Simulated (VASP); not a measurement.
# Cu in VASP: settings compared

The runs below take Cu through single point, with PBE, PBEsol.

Program: VASP 6.6.1. These are calculated values, not measurements. Logs are shortened: lines on timing, memory, paths and dates and some standing lists are left out, and cuts for length are marked.

### 1 The cell of the first run

Symmetry: Cmcm, No. 63, orthorhombic system. Conventional cell: a = 2.404 Å, b = 7.845 Å, c = 2.442 Å, α = 90.00°, β = 90.00°, γ = 90.00°. Cu (site symmetry m2m) has 10 Cu at 2.40 to 2.50 Å within 3.2 Å.

### 2 Single point, PBE (11.51 Å³/atom)

INCAR reads:

```
SYSTEM = Cu
ALGO = Normal
EDIFF = 1E-6
ENCUT = 520
GGA = PE
ISIF = 2
ISMEAR = -1
LASPH = .True.
LCHARG = .False.
LREAL = .False.
LWAVE = .False.
NBANDS = 18
NELM = 80
PREC = Accurate
SIGMA = 0.05
```

KPOINTS reads:

```
k-points
0
Gamma
  11 11 11
  0 0 0
```

POSCAR reads:

```
Cu
1.0
    1.2019959458     -3.9226365845      0.0000000000
    1.2019959458      3.9226365845      0.0000000000
    0.0000000000      0.0000000000      2.4420387800
Cu
2
Direct
    0.8661333500      0.1338666500      0.7500000000
    0.1338666500      0.8661333500      0.2500000000
```

Potentials or basis: VASP PAW PBE potentials, release 64 (Cu).

On the command line:

```sh
cat potpaw_PBE.64/Cu/POTCAR > POTCAR
mpirun -np 1 vasp_std > vasp.out
```

OUTCAR:

```text
SYSTEM = Cu
   EDIFF = 1E-6
   ENCUT = 520
   GGA = PE
   ISIF = 2
   ISMEAR = -1
   LASPH = .True.
   LREAL = .False.
   NELM = 80
   PREC = Accurate

 ion  position               nearest neighbor table
   1  0.866  0.134  0.750-   2 2.43   2 2.43   2 2.50   2 2.50   2 2.50   2 2.50
   2  0.134  0.866  0.250-   1 2.43   1 2.43   1 2.50   1 2.50   1 2.50   1 2.50

  LATTYP: Found a base centered orthorhombic cell.
 ALAT       =     2.4039918916
 B/A-ratio  =     3.2634357863
 C/A-ratio  =     1.0158265461

  Lattice vectors:

 A1 = (   1.2019959458,  -3.9226365845,   0.0000000000)
 A2 = (   1.2019959458,   3.9226365845,   0.0000000000)
 A3 = (   0.0000000000,   0.0000000000,   2.4420387800)

Analysis of symmetry for initial positions (statically):
=====================================================================
 Subroutine PRICEL returns:
 Original cell was already a primitive cell.

 Routine SETGRP: Setting up the symmetry group for a
 base centered orthorhombic supercell.

 Subroutine GETGRP returns: Found  8 space group operations
 (whereof  4 operations were pure point group operations)
 out of a pool of  8 trial point group operations.

The static configuration has the point symmetry C_2h.
 The point group associated with its full space group is D_2h.

Analysis of symmetry for dynamics (positions and initial velocities):
=====================================================================
 Subroutine PRICEL returns:
 Original cell was already a primitive cell.

 Routine SETGRP: Setting up the symmetry group for a
 base centered orthorhombic supercell.

 Subroutine GETGRP returns: Found  8 space group operations
 (whereof  4 operations were pure point group operations)
 out of a pool of  8 trial point group operations.

The dynamic configuration has the point symmetry C_2h.
 The point group associated with its full space group is D_2h.

 Subroutine INISYM returns: Found  8 space group operations
 (whereof  4 operations are pure point group operations),
 and found     1 'primitive' translations

----------------------------------------------------------------------------------------

                                     Primitive cell

  volume of cell :      23.0284

  direct lattice vectors                    reciprocal lattice vectors
     1.201995946 -3.922636585  0.000000000     0.415974781 -0.127465287  0.000000000
     1.201995946  3.922636585  0.000000000     0.415974781  0.127465287  0.000000000
     0.000000000  0.000000000  2.442038780     0.000000000  0.000000000  0.409493907

  length of vectors
     4.102666453  4.102666453  2.442038780     0.435065992  0.435065992  0.409493907

  position of ions in fractional coordinates (direct lattice)
     0.866133350  0.133866650  0.750000000
     0.133866650  0.866133350  0.250000000

  ion indices of the primitive-cell ions
   primitive index   ion index
                 1           1
                 2           2

----------------------------------------------------------------------------------------

 KPOINTS: k-points

Automatic generation of k-mesh.
 Grid dimensions read from file:
 generate k-points for:   11   11   11

 Generating k-lattice:

  Cartesian coordinates                     Fractional coordinates (reciprocal lattice)
     0.037815889 -0.011587753  0.000000000     0.090909091  0.000000000  0.000000000
     0.037815889  0.011587753  0.000000000     0.000000000  0.090909091  0.000000000
     0.000000000  0.000000000  0.037226719     0.000000000  0.000000000  0.090909091

  Length of vectors
     0.039551454  0.039551454  0.037226719

  Shift w.r.t. Gamma in fractional coordinates (k-lattice)
     0.000000000  0.000000000  0.000000000

 Subroutine IBZKPT returns following result:
 ===========================================

 Found    216 irreducible k-points:

 Following reciprocal coordinates:
            Coordinates               Weight
  0.000000  0.000000  0.000000      1.000000
  0.090909 -0.000000  0.000000      4.000000
  0.181818 -0.000000  0.000000      4.000000
  0.272727 -0.000000  0.000000      4.000000
  0.363636  0.000000  0.000000      4.000000
  0.454545 -0.000000  0.000000      4.000000
[... 16 lines left out ...]
 -0.272727  0.181818  0.000000      4.000000
 -0.181818  0.181818  0.000000      2.000000
 [... further k-points ...]
   k-points           NKPTS =    216   k-points in BZ     NKDIM =    216   number of bands    NBANDS=     18
   number of dos      NEDOS =    301   number of ions     NIONS =      2
   total plane-waves  NPLWV =  18432
   dimension x,y,z NGX =    32 NGY =   32 NGZ =   18
   dimension x,y,z NGXF=    64 NGYF=   64 NGZF=   36
   ions per type =               2
   NGX,Y,Z   is equivalent  to a cutoff of  12.97, 12.97, 12.25 a.u.
   NGXF,Y,Z  is equivalent  to a cutoff of  25.93, 25.93, 24.51 a.u.
 SYSTEM =  Cu
   PREC   = accura    normal or accurate (medium, high low for compatibility)
[... 95 lines left out ...]
     17      28.9861      0.00000
     18      32.1714      0.00000

 k-point     4 :       0.2727   -0.0000    0.0000
  band No.  band energies     occupation
      1       0.4172      2.00000
      2       3.2464      2.00000
      3       4.0199      2.00000
      4       4.1166      2.00000
      5       4.7816      2.00000
      6       4.9503      2.00000
[... 10 lines left out ...]
     17      29.3874      0.00000
     18      31.7336      0.00000

 k-point     5 :       0.3636    0.0000    0.0000
  band No.  band energies     occupation
      1       1.6674      2.00000
      2       3.2430      2.00000
      3       3.8888      2.00000
      4       4.3471      2.00000
      5       4.7960      2.00000
      6       5.0010      2.00000
[... 10 lines left out ...]
     17      28.0016      0.00000
     18      30.0177      0.00000

 k-point     6 :       0.4545   -0.0000    0.0000
  band No.  band energies     occupation
      1       2.5248      2.00000
      2       3.0971      2.00000
      3       3.9718      2.00000
      4       4.6406      2.00000
      5       4.8315      2.00000
      6       5.0176      2.00000
[... 10 lines left out ...]
     17      30.1328      0.00000
     18      30.5770      0.00000

 k-point     7 :       0.0909    0.0909    0.0000
  band No.  band energies     occupation
      1      -0.7638      2.00000
      2       3.0364      2.00000
      3       3.8950      2.00000
      4       4.2549      2.00000
      5       4.7967      2.00000
      6       4.8395      2.00000
[... 10 lines left out ...]
     17      28.9505      0.00000
     18      32.4979      0.00000

 k-point     8 :       0.1818    0.0909    0.0000
  band No.  band energies     occupation
      1       0.2719      2.00000
      2       3.2898      2.00000
      3       4.0067      2.00000
      4       4.1617      2.00000
      5       4.8020      2.00000
      6       4.9086      2.00000
[... 10 lines left out ...]
     17      29.3186      0.00000
     18      33.1082      0.00000
[... 229 lines left out ...]
     17      29.9833      0.00000
     18      30.9481      0.00000

 k-point    20 :       0.4545    0.1818    0.0000
  band No.  band energies     occupation
      1       2.1911      2.00000
      2       2.9353      2.00000
      3       4.1293      2.00000
      4       4.3798      2.00000
      5       4.5990      2.00000
      6       5.0694      2.00000
[... 10 lines left out ...]
     17      29.0959      0.00000
     18      29.5249      0.00000

 k-point    21 :      -0.4545    0.1818    0.0000
  band No.  band energies     occupation
      1       1.0972      2.00000
      2       2.9341      2.00000
      3       3.9732      2.00000
      4       4.1266      2.00000
      5       4.6236      2.00000
      6       5.1208      2.00000
[... 10 lines left out ...]
     17      27.8575      0.00000
     18      29.4508      0.00000

 k-point    22 :      -0.3636    0.1818    0.0000
  band No.  band energies     occupation
      1      -0.0541      2.00000
      2       2.8074      2.00000
      3       3.6674      2.00000
      4       4.3388      2.00000
      5       4.4520      2.00000
      6       5.0106      2.00000
[... 10 lines left out ...]
     17      29.2504      0.00000
     18      29.7065      0.00000

 k-point    23 :      -0.2727    0.1818    0.0000
  band No.  band energies     occupation
      1      -0.9006      2.00000
      2       2.6353      2.00000
      3       3.4843      2.00000
      4       4.1774      2.00000
      5       4.7540      2.00000
      6       4.9547      2.00000
[... 10 lines left out ...]
     17      28.8985      0.00000
     18      30.1560      0.00000

 k-point    24 :      -0.1818    0.1818    0.0000
  band No.  band energies     occupation
      1      -1.3060      2.00000
      2       2.6069      2.00000
      3       3.4315      2.00000
      4       4.0707      2.00000
      5       4.8766      2.00000
      6       4.9096      2.00000
[... 10 lines left out ...]
     17      29.7468      0.00000
     18      29.8331      0.00000

 [... further k-points ...]

------------------------ aborting loop because EDIFF is reached ----------------------------------------

  FORCE on cell =-STRESS in cart. coord.  units (eV):
  Direction    XX          YY          ZZ          XY          YZ          ZX
  --------------------------------------------------------------------------------------
  -------------------------------------------------------------------------------------
  Total        1.9751216      2.0059787      2.1721841      0.0000000     -0.0000000      0.0000000
  in kB      137.4171015    139.5639567    151.1275294      0.0000000     -0.0000000      0.0000000
  external PRESSURE =     142.7028625 kB  Pullay stress =       0.0000000 kB

 VOLUME and BASIS-vectors are now :
 -----------------------------------------------------------------------------
  energy-cutoff  :      520.00
  volume of cell :       23.03
      direct lattice vectors                 reciprocal lattice vectors
     1.201995946 -3.922636585  0.000000000     0.415974781 -0.127465287  0.000000000
     1.201995946  3.922636585  0.000000000     0.415974781  0.127465287  0.000000000
     0.000000000  0.000000000  2.442038780     0.000000000  0.000000000  0.409493907

 POSITION                                       TOTAL-FORCE (eV/Angst)
 -----------------------------------------------------------------------------------
      1.20200     -2.87242      1.83153         0.000000     -0.110449     -0.000000
      1.20200      2.87242      0.61051         0.000000      0.110449      0.000000
 -----------------------------------------------------------------------------------
    total drift:                                0.000000      0.000000      0.000000

  FREE ENERGIE OF THE ION-ELECTRON SYSTEM (eV)
  ---------------------------------------------------
  free  energy   TOTEN  =        -7.0916300605 eV

  energy  without entropy=       -7.0877323662  energy(sigma->0) =       -7.08968121
```

Run time: 86 s. Hardware: 1 thread of Intel Xeon 8259CL, shared host; peak memory 0.2 GiB.

Results:

```yaml
Free_energy: -7.0916 eV
Pressure: 14.3 GPa
Largest_force: 0.110 eV/Å
Band_gap_on_the_k_mesh: zero (bands 11 and 12 overlap by 5.58 eV)
```

Forces in eV/Å, atoms in the order of the input:
```
Cu   0.000 -0.110  0.000
Cu   0.000  0.110  0.000
```

Stress tensor (GPa, compression positive):
```
13.74  0.00  0.00
 0.00 13.96  0.00
 0.00  0.00 15.11
```

Levels at points of the mesh, in eV from the Fermi level:
| k point | band 8 | band 9 | band 10 | band 11 | band 12 | band 13 | band 14 | band 15 |
| --- | --- | --- | --- | --- | --- | --- | --- | --- |
| (0.00, 0.00, 0.00) | -2.12 | -1.91 | -1.76 | -1.49 | -0.16 | 5.02 | 15.11 | 18.89 |

Caveat: the cell stands under pressure.

### 3 Single point, PBE (12.71 Å³/atom)

This run uses another cell than the first one, of 12.71 Å³/atom.

INCAR reads:

```
SYSTEM = Cu
PREC = Accurate ; ENCUT = 520
EDIFF = 1E-7 ; ISMEAR = -1
SIGMA = 0.05 ; LREAL = .FALSE.
LASPH = .TRUE. ; NELM = 60
ALGO = Fast ; ISIF = 2
LWAVE = .FALSE. ; LCHARG = .FALSE.
GGA = PE ; NBANDS = 18
```

KPOINTS reads:

```
regular mesh
0
G
  11 11 11
  0 0 0
```

POSCAR reads:

```
Cu
1.0
    1.2423612020     -4.0543660062      0.0000000000
    1.2423612020      4.0543660062      0.0000000000
    0.0000000000      0.0000000000      2.5240469776
Cu
2
Direct
    0.8661333500      0.1338666500      0.7500000000
    0.1338666500      0.8661333500      0.2500000000
```

Potentials or basis: VASP PAW PBE potentials, release 64 (Cu).

On the command line:

```sh
cat potpaw_PBE.64/Cu/POTCAR > POTCAR
mpirun -np 1 vasp_std > vasp.out
```

Run time: 2.3 min. Hardware: 1 thread of Intel Xeon 8259CL, shared host; peak memory 0.21 GiB.

The run converged. Its results:

```
Free energy            : -7.1813 eV
Pressure               : -0.9 GPa
Largest force          : 0.019 eV/Å
Band gap on the k mesh : zero (bands 11 and 12 overlap by 5.32 eV)
```

Forces on the atoms (eV/Å):
```
Cu   0.000  0.019  0.000
Cu   0.000 -0.019  0.000
```

Stress tensor (GPa, compression positive):
```
-0.57  0.00  0.00
 0.00 -1.56  0.00
 0.00  0.00 -0.65
```

Levels at points of the mesh, in eV from the Fermi level:
| k point | band 9 | band 10 | band 11 | band 12 | band 13 | band 14 |
| --- | --- | --- | --- | --- | --- | --- |
| (0.00, 0.00, 0.00) | -1.79 | -1.66 | -1.43 | 0.04 | 4.47 | 14.23 |

### 4 Single point, PBE (atoms moved at random)

INCAR reads:

```
SYSTEM = Cu
PREC = Accurate ; ENCUT = 520
EDIFF = 1E-6 ; ISMEAR = -1
SIGMA = 0.05 ; LREAL = .False.
LASPH = .True. ; NELM = 60
ALGO = Fast ; ISIF = 2
LWAVE = .False. ; LCHARG = .False.
GGA = PE ; NBANDS = 18
```

KPOINTS reads:

```
Automatic mesh
0
Gamma
  11 11 11
  0 0 0
```

POSCAR reads:

```
Cu
1.0
    1.2184636900     -3.9763780104      0.0000000000
    1.2184636900      3.9763780104      0.0000000000
    0.0000000000      0.0000000000      2.4754955235
Cu
2
Direct
    0.8711190000      0.1333070000      0.7399220000
    0.1350420000      0.8851840000      0.2469580000
```

On the command line:

```sh
cat potpaw_PBE.64/Cu/POTCAR > POTCAR
mpirun -np 1 vasp_std > vasp.out
```

Run time: 5.8 min. Hardware: 1 thread of Intel Xeon 8259CL, shared host; peak memory 0.34 GiB.

Results (log left out):

* Free energy: -7.1229 eV
* Pressure: 7.6 GPa
* Largest force: 0.753 eV/Å
* Band gap on the k mesh: zero (bands 11 and 12 overlap by 5.58 eV)

Forces on the atoms (eV/Å):
```
Cu   0.006  0.751  0.055
Cu  -0.006 -0.751 -0.055
```

Stress tensor (GPa, compression positive):
```
 5.28 -0.54  0.00
-0.54  9.09  0.17
 0.00  0.17  8.45
```

Levels at points of the mesh, in eV from the Fermi level:
```csv
k point,band 8,band 9,band 10,band 11,band 12,band 13,band 14,band 15
"(0.00, 0.00, 0.00)",-2.14,-1.79,-1.75,-1.42,-0.15,4.85,14.77,18.66
```

Caveat: the cell differs from its parent crystal (atoms moved at random); the cell stands under pressure.

### 5 Single point, PBEsol

This run uses another cell than the first one, of 11.27 Å³/atom.

INCAR reads:

```
SYSTEM = Cu
PREC     = Accurate       ! precision mode
ENCUT    = 520            ! plane-wave cutoff, eV
EDIFF    = 1E-7           ! SCF threshold, eV
ISMEAR   = -1             ! smearing method
SIGMA    = 0.05           ! smearing width, eV
LREAL    = .FALSE.        ! projectors in reciprocal space
LASPH    = .TRUE.         ! aspherical terms in the spheres
NELM     = 80             ! most SCF steps
ALGO     = Normal         ! electronic algorithm
ISIF     = 2              ! what is computed and relaxed
LWAVE    = .FALSE.        ! write WAVECAR
LCHARG   = .TRUE.         ! write CHGCAR
GGA      = PS             ! functional
LELF     = .TRUE.         ! ELF
LVHAR    = .TRUE.       
NBANDS   = 18             ! bands
```

KPOINTS reads:

```
regular mesh
0
G
  11 11 11
  0 0 0
```

POSCAR reads:

```
Cu
1.0
    1.1935901047     -3.8952046620      0.0000000000
    1.1935901047      3.8952046620      0.0000000000
    0.0000000000      0.0000000000      2.4249610270
Cu
2
Direct
    0.8661333500      0.1338666500      0.7500000000
    0.1338666500      0.8661333500      0.2500000000
```

On the command line:

```sh
cat potpaw_PBE.64/Cu/POTCAR > POTCAR
mpirun -np 1 vasp_std > vasp.out
```

Wall time 2 min (1 thread of Intel Xeon 8259CL, shared host); peak memory 0.2 GiB.

Results (log left out):

```yaml
Free_energy: -8.2690 eV
Pressure: 9.6 GPa
Largest_force: 0.087 eV/Å
Band_gap_on_the_k_mesh: zero (bands 11 and 12 overlap by 5.58 eV)
```

Forces in eV/Å, atoms in the order of the input:
```
Cu   0.000 -0.087  0.000
Cu   0.000  0.087  0.000
```

Stress tensor (GPa, compression positive):
```
 9.18  0.00  0.00
 0.00  9.22  0.00
 0.00  0.00 10.44
```

Levels at points of the mesh, in eV from the Fermi level:
```csv
k point,band 9,band 10,band 11,band 12,band 13,band 14
"(0.00, 0.00, 0.00)",-1.90,-1.75,-1.48,-0.22,5.13,15.26
```

Caveat: the cell stands under pressure; the PAW data sets were made with another functional, which shifts forces and pressure a little.

### 6 Summary

| level | cell | gap on the mesh (eV) | pressure (GPa) | largest force (eV/Å) |
| --- | --- | --- | --- | --- |
| PBE | a = 4.103, b = 4.103, c = 2.442 Å, angles 90.0, 90.0, 145.9°, 2 atoms, atomic positions A | none | 14.3 | 0.11 |
| PBE | a = 4.240, b = 4.240, c = 2.524 Å, angles 90.0, 90.0, 145.9°, 2 atoms, atomic positions A | none | -0.9 | 0.02 |
| PBE | a = 4.159, b = 4.159, c = 2.475 Å, angles 90.0, 90.0, 145.9°, 2 atoms, atomic positions B | none | 7.6 | 0.75 |
| PBEsol | a = 4.074, b = 4.074, c = 2.425 Å, angles 90.0, 90.0, 145.9°, 2 atoms, atomic positions A | none | 9.6 | 0.09 |

Alike in all rows: task single point; potentials or basis VASP PAW PBE potentials, release 64 (Cu); no spin polarisation; k mesh 11 × 11 × 11; cutoff (eV) 520; smearing fermi-dirac 0.05 eV.

Caveats: the cell stands under pressure (at least some runs); the PAW data sets were made with another functional, which shifts forces and pressure a little (at least some runs).

Total energies depend on the potentials used, so only differences within one code and one set of settings carry meaning.
